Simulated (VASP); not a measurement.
# Si2Ni (Fm-3m) in VASP: notebook, part 2 of 2

VASP 6.6.1. The steps go on from the part before.

**5. Single point, PBE, collinear spin, zero start**

INCAR reads:

```
PREC     = Accurate       # precision mode
ENCUT    = 520            # plane-wave cutoff, eV
EDIFF    = 1E-7           # SCF threshold, eV
ISMEAR   = -1             # smearing method
SIGMA    = 0.05           # smearing width, eV
LREAL    = F              # projectors in reciprocal space
LASPH    = T              # aspherical terms in the spheres
NELM     = 150            # most SCF steps
ALGO     = Normal         # electronic algorithm
ISIF     = 2              # what is computed and relaxed
LWAVE    = F              # write WAVECAR
LCHARG   = T              # write CHGCAR
ISPIN    = 2              # spin polarisation
MAGMOM   = 0 0 0          # initial moments
LORBIT   = 11             # projections on sites
NUPDOWN  = 0.0            # fixed moment
LMAXMIX  = 4              # l up to which the mixer works
GGA      = PE             # functional
LELF     = T              # ELF
LVHAR    = T            
NBANDS   = 20             # bands
```

KPOINTS reads:

```
regular mesh
0
Gamma
  7 7 7
```

POSCAR reads:

```
Si2Ni
1.0
    0.0000000000      2.7030000000      2.7030000000
    2.7030000000      0.0000000000      2.7030000000
    2.7030000000      2.7030000000      0.0000000000
Ni Si
1 2
Direct
    0.0000000000      0.0000000000      0.0000000000
    0.7500000000      0.7500000000      0.7500000000
    0.2500000000      0.2500000000      0.2500000000
```

Potentials or basis: VASP PAW PBE potentials, release 64 (Ni, Si).

Run with:

```sh
$ cat potpaw_PBE.64/Ni/POTCAR potpaw_PBE.64/Si/POTCAR > POTCAR
$ mpirun -np 1 vasp_std > vasp.out
```

OUTCAR:

```text
PREC = Accurate
   ENCUT = 520
   EDIFF = 1E-7
   ISMEAR = -1
   LREAL = F
   LASPH = T
   NELM = 150
   ISIF = 2
   ISPIN = 2
   LORBIT = 11
   NUPDOWN = 0.0
   GGA = PE

 ion  position               nearest neighbor table
   1  0.000  0.000  0.000-   2 2.34   2 2.34   3 2.34   3 2.34   2 2.34   2 2.34   3 2.34   3 2.34

   2  0.750  0.750  0.750-   1 2.34   1 2.34   1 2.34   1 2.34   3 2.70   3 2.70   3 2.70   3 2.70
                             3 2.70   3 2.70
   3  0.250  0.250  0.250-   1 2.34   1 2.34   1 2.34   1 2.34   2 2.70   2 2.70   2 2.70   2 2.70
                             2 2.70   2 2.70

  LATTYP: Found a face centered cubic cell.
 ALAT       =     5.4060000000

  Lattice vectors:

 A1 = (   0.0000000000,   2.7030000000,   2.7030000000)
 A2 = (   2.7030000000,   0.0000000000,   2.7030000000)
 A3 = (   2.7030000000,   2.7030000000,   0.0000000000)

Analysis of symmetry for initial positions (statically):
=====================================================================
 Subroutine PRICEL returns:
 Original cell was already a primitive cell.

 Routine SETGRP: Setting up the symmetry group for a
 face centered cubic supercell.

 Subroutine GETGRP returns: Found 48 space group operations
 (whereof 48 operations were pure point group operations)
 out of a pool of 48 trial point group operations.

The static configuration has the point symmetry O_h .

Analysis of symmetry for dynamics (positions and initial velocities):
=====================================================================
 Subroutine PRICEL returns:
 Original cell was already a primitive cell.

 Routine SETGRP: Setting up the symmetry group for a
 face centered cubic supercell.

 Subroutine GETGRP returns: Found 48 space group operations
 (whereof 48 operations were pure point group operations)
 out of a pool of 48 trial point group operations.

The dynamic configuration has the point symmetry O_h .

Analysis of structural, dynamic, and magnetic symmetry:
=====================================================================
 Subroutine PRICEL returns:
 Original cell was already a primitive cell.

 Routine SETGRP: Setting up the symmetry group for a
 face centered cubic supercell.

 Subroutine GETGRP returns: Found 48 space group operations
 (whereof 48 operations were pure point group operations)
 out of a pool of 48 trial point group operations.

The overall configuration has the point symmetry O_h .

 Subroutine INISYM returns: Found 48 space group operations
 (whereof 48 operations are pure point group operations),
 and found     1 'primitive' translations

----------------------------------------------------------------------------------------

                                     Primitive cell

  volume of cell :      39.4974

  direct lattice vectors                    reciprocal lattice vectors
     0.000000000  2.703000000  2.703000000    -0.184979652  0.184979652  0.184979652
     2.703000000  0.000000000  2.703000000     0.184979652 -0.184979652  0.184979652
     2.703000000  2.703000000  0.000000000     0.184979652  0.184979652 -0.184979652

  length of vectors
     3.822619259  3.822619259  3.822619259     0.320394156  0.320394156  0.320394156

  position of ions in fractional coordinates (direct lattice)
[... 73 lines left out ...]
   LASPH  =      T    aspherical Exc in radial PAW
   ENCUT  =  520.0 eV  38.22 Ry    6.18 a.u.   7.11  7.11  7.11*2*pi/ulx,y,z
   NELM   =    150;   NELMIN=  2; NELMDL= -5     # of ELM steps
   EDIFF  = 0.1E-06   stopping-criterion for ELM
   LREAL  =      F    real-space projection
   EDIFFG = 0.1E-05   stopping-criterion for IOM
   NSW    =      0    number of steps for IOM
   IBRION =     -1    ionic relax: 0-MD 1-quasi-New 2-CG
   NFREE  =      0    steps in history (QN), initial steepest desc. (CG)
   ISIF   =      2    stress and relaxation
   ISYM   =      2    0-nonsym 1-usesym 2-fastsym
   POTIM  = 0.5000    time-step for ionic-motion
   TEBEG  =    0.0;   TEEND  =   0.0 temperature during run
   PSTRESS=    0.0 pullay stress
   NELECT =      18.0000    total number of electrons
   NUPDOWN=       0.0000    fix difference up-down
   EMIN   =  10.00;   EMAX   =-10.00  energy-range for DOS
   EFERMI =   0.00;   METHOD = LEGACY
   ISMEAR =    -1;   SIGMA  =   0.05  broadening in eV -4-tet -1-fermi 0-gaus
   EFERMI_NEDOS =   21; number of points for ismear=-14 and -15
   IALGO  =     38    algorithm
   IMIX   =      4    mixing-type and parameters
     AMIX     =   0.40;   BMIX     =  1.00
     AMIX_MAG =   1.60;   BMIX_MAG =  1.00
  volume/ion in A,a.u.               =      13.17        88.85
  Fermi-wavevector in a.u.,A,eV,Ry     =   1.259823  2.380721 21.594550  1.587155
  Thomas-Fermi vector in A             =   2.393364
   LORBIT       =     11    0 simple, 1 ext, 2 COOP (PROOUT), +10 PAW based schemes
   GGA     = PE    functional components
   LHFCALC =     F    Hartree Fock is set to
   AEXX    =    0.0000 exact exchange contribution
   IVDW    =     0    specifies the selected vdW correction
   LEPSILON=     F    determine dielectric tensor
   LRPA    =     F    only Hartree local field effects (RPA)
 spin polarized calculation
  energy-cutoff  :      520.00
  volume of cell :       39.50
 maximum number of plane-waves:      1073
   NGX = 15   NGY = 15   NGZ = 15

 number of electron      17.9999999 magnetization      -0.0000000

 number of electron      17.9999999 magnetization       0.0000000

 Free energy of the ion-electron system (eV)
  ---------------------------------------------------
  ext. energy  EPLUGINS =         0.00000000
  ---------------------------------------------------
  free energy    TOTEN  =       -17.37849354 eV

  energy without entropy =      -17.37158161  energy(sigma->0) =      -17.37503758

 E-fermi :  10.3856     XC(G=0): -11.5866

 val. band max:       10.3370493641   @ k =  -0.4286   0.4286   0.0000
 cond. band min:      10.4080784952   @ k =   0.4286   0.2857   0.0000
 fundamental gap:      0.0710291312
 Fermi energy:        10.3855747546

 spin component 1

 k-point     1 :       0.0000    0.0000    0.0000
  band No.  band energies     occupation
      1      -3.3989      1.00000
      2       5.2450      1.00000
      3       5.2450      1.00000
      4       5.2450      1.00000
      5       6.9332      1.00000
      6       6.9332      1.00000
[... 436 lines left out ...]
      6       6.6247      1.00000
[... 12 lines left out ...]
     19      23.8754      0.00000
     20      27.0042      0.00000
 Fermi energy:        10.3855748698

 spin component 2

 k-point     1 :       0.0000    0.0000    0.0000
  band No.  band energies     occupation
      1      -3.3989      1.00000
      2       5.2450      1.00000
      3       5.2450      1.00000
      4       5.2450      1.00000
      5       6.9332      1.00000
      6       6.9332      1.00000
[... 449 lines left out ...]
     19      23.8754      0.00000
     20      27.0033      0.00000

------------------------ aborting loop because EDIFF is reached ----------------------------------------

  FORCE on cell =-STRESS in cart. coord.  units (eV):
  Direction    XX          YY          ZZ          XY          YZ          ZX
  --------------------------------------------------------------------------------------
  -------------------------------------------------------------------------------------
  Total        0.7390830      0.7390830      0.7390830     -0.0000000      0.0000000      0.0000000
  in kB       29.9802792     29.9802792     29.9802792     -0.0000000      0.0000000      0.0000000
  external PRESSURE =      29.9802792 kB  Pullay stress =       0.0000000 kB

 VOLUME and BASIS-vectors are now :
 -----------------------------------------------------------------------------
  energy-cutoff  :      520.00
  volume of cell :       39.50
      direct lattice vectors                 reciprocal lattice vectors
     0.000000000  2.703000000  2.703000000    -0.184979652  0.184979652  0.184979652
     2.703000000  0.000000000  2.703000000     0.184979652 -0.184979652  0.184979652
     2.703000000  2.703000000  0.000000000     0.184979652  0.184979652 -0.184979652

 POSITION                                       TOTAL-FORCE (eV/Angst)
 -----------------------------------------------------------------------------------
      0.00000      0.00000      0.00000         0.000000      0.000000     -0.000000
      4.05450      4.05450      4.05450        -0.000000     -0.000000     -0.000000
      1.35150      1.35150      1.35150        -0.000000      0.000000      0.000000
 -----------------------------------------------------------------------------------
    total drift:                               -0.000000     -0.000000      0.000000

  FREE ENERGIE OF THE ION-ELECTRON SYSTEM (eV)
  ---------------------------------------------------
  free  energy   TOTEN  =       -17.3784935402 eV

  energy  without entropy=      -17.3715816145  energy(sigma->0) =      -17.37503758

 total charge

# of ion       s       p       d       tot
------------------------------------------
    1        0.558   0.803   8.446   9.808
    2        0.739   0.846   0.000   1.585
    3        0.739   0.846   0.000   1.585
--------------------------------------------------
tot          2.036   2.495   8.446  12.978

 magnetization (x)

# of ion       s       p       d       tot
------------------------------------------
    1        0.000   0.000   0.000   0.000
    2       -0.000  -0.000   0.000  -0.000
    3       -0.000  -0.000   0.000  -0.000
--------------------------------------------------
tot          0.000   0.000   0.000   0.000
```

It took 17 s on 1 thread of Intel Xeon 6975P-C (Granite Rapids), shared host; peak memory 0.18 GiB.

What came out:

```yaml
Free_energy: -17.3785 eV
Pressure: 3.0 GPa
Net_moment: 0.00 μB per cell
Valence_electrons_inside_the_program's_atomic_spheres: Ni 9.81; Si 1.58
```

Caveat: the total moment is fixed, so each spin has its own Fermi level.

**6. Summary**

```csv
task,level,spin,fixed moment (μB),cell,k mesh,cutoff (eV),gap on the mesh (eV),pressure (GPa),moment (μB)
relaxation of cell and atoms,BLYP+D4,"collinear, ferromagnetic start",-,"relaxed from a = 3.823 Å, angles 60.0°, 3 atoms",9 × 9 × 9,600,none,0.0,0.00
single point,PBE,"collinear, ferromagnetic start",-,"a = 3.855 Å, angles 60.0°, 3 atoms",9 × 9 × 9,520,none,-0.1,0.00
single point,PBE,off,-,"a = 3.823 Å, angles 60.0°, 3 atoms",9 × 9 × 9,520,none,3.7,-
single point,PBE,"collinear, zero start",0.0,"a = 3.823 Å, angles 60.0°, 3 atoms",7 × 7 × 7,520,-,3.0,0.00
```

Alike in all rows: potentials or basis VASP PAW PBE potentials, release 64 (Ni, Si); smearing fermi-dirac 0.05 eV.

Caveats: the PAW data sets were made with another functional, which shifts forces and pressure a little (some runs); pairwise dispersion overbinds metals, which lowers pressure and volume (some runs); the total moment is fixed, so each spin has its own Fermi level (some runs).

Total energies depend on the potentials used, so only differences within one code and one set of settings carry meaning.
